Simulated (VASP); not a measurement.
# HfN (Cmcm) in VASP: further runs, part 2 of 2

VASP 6.6.1.

**4. Relaxation of cell and atoms, PBEsol**

This run uses another cell than the first one, of 9.77 Å³/atom, 0.760 times its volume.

INCAR reads:

```
PREC = Accurate
ENCUT = 600
EDIFF = 1E-6
ISMEAR = 0
SIGMA = 0.05
LREAL = False
LASPH = True
NELM = 100
ALGO = Normal
ISIF = 3
LWAVE = False
LCHARG = False
GGA = PS
IBRION = 2
NSW = 80
EDIFFG = -0.01
```

KPOINTS reads:

```
regular mesh
0
Gamma
  10 10 10
```

POSCAR reads:

```
HfN
1.0
    1.5536740549     -4.1056392492      0.0000000000
    1.5536740549      4.1056392492      0.0000000000
    0.0000000000      0.0000000000      3.0618574182
Hf N
2 2
Direct
    0.8547500000      0.1452500000      0.2500000000
    0.1452500000      0.8547500000      0.7500000000
    0.5640000000      0.4360000000      0.2500000000
    0.4360000000      0.5640000000      0.7500000000
```

Potentials or basis: VASP PAW PBE potentials, release 64 (Hf_pv, N).

The run is started by

```sh
> cat potpaw_PBE.64/Hf_pv/POTCAR potpaw_PBE.64/N/POTCAR > POTCAR
> mpirun -np 1 vasp_std > vasp.out
```

OUTCAR:

```text
PREC = Accurate
   ENCUT = 600
   EDIFF = 1E-6
   ISMEAR = 0
   LREAL = False
   LASPH = True
   NELM = 100
   ISIF = 3
   GGA = PS
   IBRION = 2
   NSW = 80
   EDIFFG = -0.01

 ion  position               nearest neighbor table
   1  0.855  0.145  0.250-   4 2.28   4 2.28   4 2.28   4 2.28   3 2.32   3 2.32   3 2.39   2 2.78
                             2 2.78   2 2.78   2 2.78   2 2.83   2 2.83
   2  0.145  0.855  0.750-   3 2.28   3 2.28   3 2.28   3 2.28   4 2.32   4 2.32   4 2.39   1 2.78
                             1 2.78   1 2.78   1 2.78   1 2.83   1 2.83
   3  0.564  0.436  0.250-   2 2.28   2 2.28   2 2.28   2 2.28   1 2.32   1 2.32   1 2.39
   4  0.436  0.564  0.750-   1 2.28   1 2.28   1 2.28   1 2.28   2 2.32   2 2.32   2 2.39

  LATTYP: Found a base centered orthorhombic cell.
 ALAT       =     3.1073481098
 B/A-ratio  =     2.6425357598
 C/A-ratio  =     0.9853602847

[... 382 lines left out ...]
  ---------------------------------------------------
  ext. energy  EPLUGINS =         0.00000000
  ---------------------------------------------------
  free energy    TOTEN  =       -44.46911781 eV

  energy without entropy =      -44.46659040  energy(sigma->0) =      -44.46785410

 E-fermi :   6.5376     XC(G=0): -12.1950

 val. band max:        6.5355924126   @ k =   0.3000   0.0000   0.4000
 cond. band min:       6.5420707888   @ k =   0.4000   0.1000   0.0000
 fundamental gap:      0.0064783762
 Fermi energy:         6.5376263001

 k-point     1 :       0.0000    0.0000    0.0000
  band No.  band energies     occupation
      1     -24.7893      2.00000
      2     -24.2269      2.00000
      3     -24.1853      2.00000
      4     -24.1247      2.00000
      5     -24.0554      2.00000
      6     -23.9833      2.00000
[... 505 lines left out ...]
      6     -23.9916      2.00000
[... 11 lines left out ...]
     18       9.8089      0.00000
     19      10.4682      0.00000

 [... further k-points ...]
[... 5 lines left out ...]
  --------------------------------------------------------------------------------------
  -------------------------------------------------------------------------------------
  Total       -0.0009865     -0.0062048     -0.0159033      0.0000000      0.0000000      0.0000000
  in kB       -0.0308160     -0.1938319     -0.4968007      0.0000000      0.0000000      0.0000000
  external PRESSURE =      -0.2404829 kB  Pullay stress =       0.0000000 kB
[... 19 lines left out ...]
  FREE ENERGIE OF THE ION-ELECTRON SYSTEM (eV)
  ---------------------------------------------------
  free  energy   TOTEN  =       -44.4691178087 eV

  energy  without entropy=      -44.4665903969  energy(sigma->0) =      -44.46785410

 reached required accuracy - stopping structural energy minimisation
```

CONTCAR:

```text
HfN
   1.00000000000000
     1.5723621357747202   -5.2956467752146708    0.0000000000000000
     1.5723621357747202    5.2956467752146708   -0.0000000000000000
     0.0000000000000000   -0.0000000000000000    3.0797395423014780
  Hf              N
     2     2
Direct
     0.8560443041422841    0.1439556958577160    0.2500000000000000
     0.1439556958577160    0.8560443041422841    0.7500000000000000
     0.6482828066222165    0.3517171933777836    0.2500000000000000
     0.3517171933777836    0.6482828066222164    0.7500000000000000

  0.00000000E+00  0.00000000E+00  0.00000000E+00
  0.00000000E+00  0.00000000E+00  0.00000000E+00
  0.00000000E+00  0.00000000E+00  0.00000000E+00
  0.00000000E+00  0.00000000E+00  0.00000000E+00
```

Wall time 15 min (1 thread of Intel Xeon 6975P-C (Granite Rapids), shared host); peak memory 0.33 GiB.

Results:

```
Free energy                            : -44.4691 eV
Relaxed volume                         : 12.82 Å³/atom
Relaxed cell                           : a = 5.524 Å, b = 5.524 Å, c = 3.080 Å, α = 90.00°, β = 90.00°, γ = 146.93°
Space group after relaxing (to 0.05 Å) : Cmcm (No. 63)
Energy gained by relaxing              : 1511.1 meV/atom
Ionic steps                            : 27
Pressure after relaxing                : 0.0 GPa
Largest force after relaxing           : 0.009 eV/Å
Band gap on the k mesh                 : zero (band 15 reaches 9.88 eV, above the bottom of band 16 at 4.89 eV)
```

Forces on the atoms (eV/Å):
```
Hf   0.000  0.009  0.000
Hf   0.000 -0.009  0.000
N    0.000 -0.008  0.000
N    0.000  0.008  0.000
```

The path:
```
step  energy change (eV)  largest force (eV/Å)  pressure (GPa)  volume (Å³)
   1              0.0000                5.4403           54.30        39.06
   2             -1.8398                1.5759          -42.49        60.27
   3             -3.3076                3.4022          -23.65        50.72
   4             -3.3195                3.6134          -20.57        49.84
   5             -4.5874                1.1536           -1.94        45.35
   6             -4.6424                1.4836           -6.18        46.04
   7             -5.0607                1.1677           18.31        42.60
   8             -5.0771                1.0245           13.73        43.11
   9             -5.5033                1.0178            2.20        45.81
  10             -5.5979                0.8411           -1.43        47.29
  11             -5.9429                0.3159            6.18        48.36
  12             -5.9440                0.3107            7.20        48.44
  13             -5.9618                0.5753           -7.58        52.59
  14             -5.9973                0.4691           -1.39        50.68
  15             -6.0174                0.3370           -0.25        50.72
  16             -6.0222                0.2254            0.64        50.75
  17             -6.0369                0.0981           -0.15        51.03
  18             -6.0395                0.0692           -0.55        51.21
  19             -6.0436                0.0566            0.99        51.03
  20             -6.0436                0.0577            0.86        51.05
  21             -6.0441                0.0543           -0.61        51.39
  22             -6.0444                0.0096           -0.06        51.25
  23             -6.0444                0.0070           -0.02        51.24
  24             -6.0444                0.0087            0.02        51.25
  25             -6.0445                0.0133            0.05        51.26
  26             -6.0445                0.0143            0.06        51.26
  27             -6.0445                0.0088           -0.02        51.29
```

Final structure:
```
Hf N
1.0
     1.57236   -5.29565    0.00000
     1.57236    5.29565    0.00000
     0.00000    0.00000    3.07974
Hf N
2 2
Direct
  0.85604 0.14396 0.25000
  0.14396 0.85604 0.75000
  0.64828 0.35172 0.25000
  0.35172 0.64828 0.75000
```

Levels at points of the mesh, in eV from the Fermi level:
```
           k point  band 13  band 14  band 15  band 16  band 17  band 18
(0.00, 0.00, 0.00)    -2.73    -2.52    -2.21    -1.65    -0.71     1.55
(0.50, 0.00, 0.00)    -5.26    -4.33     0.08     3.17     3.36     3.86
(0.50, 0.50, 0.00)    -2.79    -2.38    -2.36    -0.96     1.34     2.88
(0.00, 0.00, 0.50)    -4.94    -4.94     0.75     0.75     3.85     4.33
(0.50, 0.00, 0.50)    -3.38    -3.38    -0.96    -0.96     1.82     1.82
(0.50, 0.50, 0.50)    -5.20    -5.20     3.34     3.34     3.45     3.45
```

Caveat: the volume moved by over 15 % at a fixed basis, so the end points are rough; the PAW data sets were made with another functional, which shifts forces and pressure a little; spin-orbit coupling is left out, which moves the levels of the heavy elements.

**5. Single point, PBEsol (volume scaled by 0.980)**

INCAR reads:

```
SYSTEM = HfN
PREC = Accurate
ENCUT = 520
EDIFF = 1E-6
ISMEAR = 0
SIGMA = 0.05
LREAL = .False.
LASPH = .True.
NELM = 100
ALGO = Normal
ISIF = 2
LWAVE = .False.
LCHARG = .True.
GGA = PS
LELF = .True.
LVHAR = .True.
NBANDS = 23
```

KPOINTS reads:

```
regular mesh
0
Gamma
  10 10 10
  0 0 0
```

POSCAR reads:

```
HfN
1.0
    1.5717922676     -5.3198202978      0.0000000000
    1.5717922676      5.3198202978      0.0000000000
    0.0000000000      0.0000000000      3.0727604298
Hf N
2 2
Direct
    0.8561576421      0.1438423579      0.2500000000
    0.1438423579      0.8561576421      0.7500000000
    0.6483011758      0.3516988242      0.2500000000
    0.3516988242      0.6483011758      0.7500000000
```

The run is started by

```sh
> cat potpaw_PBE.64/Hf_pv/POTCAR potpaw_PBE.64/N/POTCAR > POTCAR
> mpirun -np 1 vasp_std > vasp.out
```

It took 2 min on 1 thread of Intel Xeon 6975P-C (Granite Rapids), shared host; peak memory 0.33 GiB.

It converged, with:

```yaml
Free_energy: -44.5163 eV
Pressure: 0.9 GPa
Largest_force: 0.075 eV/Å
Band_gap_on_the_k_mesh: zero (band 15 reaches 9.83 eV, above the bottom of band 16 at 4.83 eV)
```

Forces on the atoms (eV/Å):
```
Hf   0.000  0.075  0.000
Hf   0.000 -0.075  0.000
N    0.000 -0.054  0.000
N    0.000  0.054  0.000
```

Stress tensor (GPa, compression positive):
```
0.65 0.00 0.00
0.00 1.28 0.00
0.00 0.00 0.88
```

Levels at points of the mesh, in eV from the Fermi level:
| k point | band 12 | band 13 | band 14 | band 15 | band 16 | band 17 | band 18 | band 19 |
| --- | --- | --- | --- | --- | --- | --- | --- | --- |
| (0.00, 0.00, 0.00) | -2.90 | -2.73 | -2.50 | -2.19 | -1.69 | -0.75 | 1.59 | 2.56 |
| (0.50, 0.00, 0.00) | -5.36 | -5.25 | -4.36 | 0.07 | 3.19 | 3.35 | 3.87 | 4.13 |
| (0.50, 0.50, 0.00) | -2.85 | -2.78 | -2.35 | -2.35 | -0.99 | 1.35 | 2.55 | 2.88 |
| (0.00, 0.00, 0.50) | -5.65 | -4.96 | -4.96 | 0.75 | 0.75 | 3.84 | 3.84 | 4.32 |
| (0.50, 0.00, 0.50) | -3.95 | -3.36 | -3.36 | -0.97 | -0.97 | 1.78 | 1.78 | 5.54 |
| (0.50, 0.50, 0.50) | -5.61 | -5.21 | -5.21 | 3.31 | 3.31 | 3.45 | 3.45 | 3.63 |

Caveat: the cell differs from its parent crystal (volume scaled by 0.980); the PAW data sets were made with another functional, which shifts forces and pressure a little; spin-orbit coupling is left out, which moves the levels of the heavy elements.

**6. Overview**

```tsv
task	cell	cutoff (eV)	gap on the mesh (eV)	pressure (GPa)	largest force (eV/Å)
relaxation of shape and atoms at fixed volume	relaxed from a = 5.588, b = 5.588, c = 3.058 Å, angles 90.0, 90.0, 147.4°, 4 atoms	600	none	1.6	0.01
single point	a = 5.626, b = 5.626, c = 3.078 Å, angles 90.0, 90.0, 147.4°, 4 atoms	520	none	-1.6	0.08
relaxation of cell and atoms	relaxed from a = 4.390, b = 4.390, c = 3.062 Å, angles 90.0, 90.0, 138.5°, 4 atoms	600	none	0.0	0.01
single point	a = 5.547, b = 5.547, c = 3.073 Å, angles 90.0, 90.0, 147.1°, 4 atoms	520	none	0.9	0.08
```

Alike in all rows: level PBEsol; potentials or basis VASP PAW PBE potentials, release 64 (Hf_pv, N); no spin polarisation; k mesh 10 × 10 × 10; smearing gaussian 0.05 eV.

Caveats: the PAW data sets were made with another functional, which shifts forces and pressure a little; spin-orbit coupling is left out, which moves the levels of the heavy elements; the volume moved by over 15 % at a fixed basis, so the end points are rough (some runs).

Total energies depend on the potentials used, so only differences within one code and one set of settings carry meaning.
